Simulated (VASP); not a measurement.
Set up this calculation in VASP 6.6.1, as the native input.

* Task: single point
* Functional: LDA
* Potentials or basis: VASP PAW LDA potentials, release 64 (Cd, F)
* Cutoff: 520 eV
* k mesh: 6 × 6 × 6
* Occupations: methfessel-paxton, width 0.01 eV
* Spin: no spin polarisation
* Dipole correction: no
* Further INCAR settings: ALGO = Normal; EDIFF = 1e-06; NBANDS = 20

The structure of CdF2 lies in POSCAR:

```
CdF2
1.0
    0.0000000000      2.6201542978      2.6201542978
    2.6201542978      0.0000000000      2.6201542978
    2.6201542978      2.6201542978      0.0000000000
Cd F
1 2
Direct
    0.0000000000      0.0000000000      0.0000000000
    0.2500000000      0.2500000000      0.2500000000
    0.7500000000      0.7500000000      0.7500000000
```

The input as run:

INCAR

```
PREC = Accurate ; ENCUT = 520
EDIFF = 1E-6 ; ISMEAR = 1
SIGMA = 0.01 ; LREAL = F
LASPH = T ; NELM = 100
ALGO = Normal ; ISIF = 2
LWAVE = F ; LCHARG = F
NBANDS = 20
```

KPOINTS

```
Automatic mesh
0
Gamma
  6 6 6
```

Potentials or basis: VASP PAW LDA potentials, release 64 (Cd, F).

The run is started by

```console
$ cat potpaw_LDA.64/Cd/POTCAR potpaw_LDA.64/F/POTCAR > POTCAR
$ mpirun -np 1 vasp_std > vasp.out
```

It gave:

The pressure is 5.9 GPa and the band gap on the k mesh is 3.11 eV, indirect (least direct gap 3.45 eV).

It took 8.5 s on 1 thread of AMD EPYC 7R13 Processor (Zen 3), with other jobs on the host, peak memory 0.11 GiB.
